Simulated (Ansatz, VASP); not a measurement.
## One calculation of Li2Cu5, two programs

File INCAR:

```
ALGO = Normal ; EDIFF = 1E-7
ENCUT = 520 ; GGA = PE
ISIF = 2 ; ISMEAR = -1
LASPH = True ; LCHARG = False
LREAL = False ; LWAVE = False
NBANDS = 74 ; NELM = 80
PREC = Accurate ; SIGMA = 0.0913
```

KPOINTS

```
k-points
0
Gamma
  4 4 13
```

The input POSCAR:

```
Li2Cu5
1.0
    8.4554445800      0.0000000000      0.0000000000
    0.0000000000      8.4554445800      0.0000000000
    0.0000000000      0.0000000000      2.5718573700
Cu Li
10 4
Direct
    0.2954000000      0.4324000000      0.0000000000
    0.5676000000      0.2954000000      0.0000000000
    0.7046000000      0.5676000000      0.0000000000
    0.4324000000      0.7046000000      0.0000000000
    0.7954000000      0.0676000000      0.0000000000
    0.0676000000      0.2046000000      0.0000000000
    0.2046000000      0.9324000000      0.0000000000
    0.9324000000      0.7954000000      0.0000000000
    0.0000000000      0.5000000000      0.0000000000
    0.5000000000      0.0000000000      0.0000000000
    0.1720000000      0.6720000000      0.5000000000
    0.3280000000      0.1720000000      0.5000000000
    0.8280000000      0.3280000000      0.5000000000
    0.6720000000      0.8280000000      0.5000000000
```

Input for Ansatz:

```yaml
crystal:
  lattice:
    - [8.45544458, 0.0, 0.0]
    - [0.0, 8.45544458, 0.0]
    - [0.0, 0.0, 2.57185737]
  atoms:
    - { symbol: Cu, position: [0.2954, 0.4324, 0.0] }
    - { symbol: Cu, position: [0.5676, 0.2954, 0.0] }
    - { symbol: Cu, position: [0.7046, 0.5676, 0.0] }
    - { symbol: Cu, position: [0.4324, 0.7046, 0.0] }
    - { symbol: Cu, position: [0.7954, 0.0676, 0.0] }
    - { symbol: Cu, position: [0.0676, 0.2046, 0.0] }
    - { symbol: Cu, position: [0.2046, 0.9324, 0.0] }
    - { symbol: Cu, position: [0.9324, 0.7954, 0.0] }
    - { symbol: Li, position: [0.172, 0.672, 0.5] }
    - { symbol: Li, position: [0.328, 0.172, 0.5] }
    - { symbol: Li, position: [0.828, 0.328, 0.5] }
    - { symbol: Li, position: [0.672, 0.828, 0.5] }
    - { symbol: Cu, position: [0.0, 0.5, 0.0] }
    - { symbol: Cu, position: [0.5, 0.0, 0.0] }
  symmetry: { tolerance: 0.0003 }
kpoints:
  mp_grid: { grid: [4, 4, 13], shift: [0, 0, 0] }
  band_path:
    path:
      - [0.0, 0.0, 0.0]
      - [0.0, 0.5, 0.0]
      - [0.5, 0.5, 0.0]
      - [0.0, 0.0, 0.0]
      - [0.0, 0.0, 0.5]
      - [0.0, 0.5, 0.5]
      - [0.5, 0.5, 0.5]
      - [0.0, 0.0, 0.5]
      - [0.0, 0.5, 0.0]
      - [0.0, 0.5, 0.5]
      - [0.5, 0.5, 0.0]
    npoints: 6
magnetization:
  spin_polarized: false
scf:
  occupations: { method: fermi_dirac, width: 0.0913 }
  lower_state_search: "off"
  max_iter: 200
hamiltonian:
  pseudopotentials: { kind: paw }
  xc: pbe
basis:
  ecutwfc: 420
  fft_grid_basis: typed
output:
  forces: true
  stress: true
  eigenvalues: true
  bader: true
  populations: true
  elf: true
  write_potential: true
  volumetric_format: npy
  dos:
    e_range: [-12, 8]
    de: 0.05
    projected: { site_lists: { Cu: [Cu], Li: [Li] } }
checkpoint:
  read: saved_state
```

Alike in both runs: task single point; functional PBE; k mesh 4 × 4 × 13; occupations fermi-dirac, width 0.0913 eV; no spin polarisation.

```csv
,VASP,Ansatz
version,VASP 6.6.1,Ansatz 0.2.0
potentials or method,"VASP PAW PBE potentials, release 64 (Cu, Li_sv), cutoff 520 eV",PAW plane waves
valence electrons in the cell,122,202
```

Ansatz gave:

* rms of the force components (eV/Å): 0.095

Q: What did VASP give for the same quantities?

A: rms of the force components (eV/Å): 0.094.

The functional is the same, so the differences come from potentials, cutoffs and numerics. VASP's potentials hold 122 valence electrons a cell and Ansatz's 202, so a difference there can come from the potentials and not from the codes.

Noted on VASP's run: the cutoff is short for stress, so the pressure is rough.
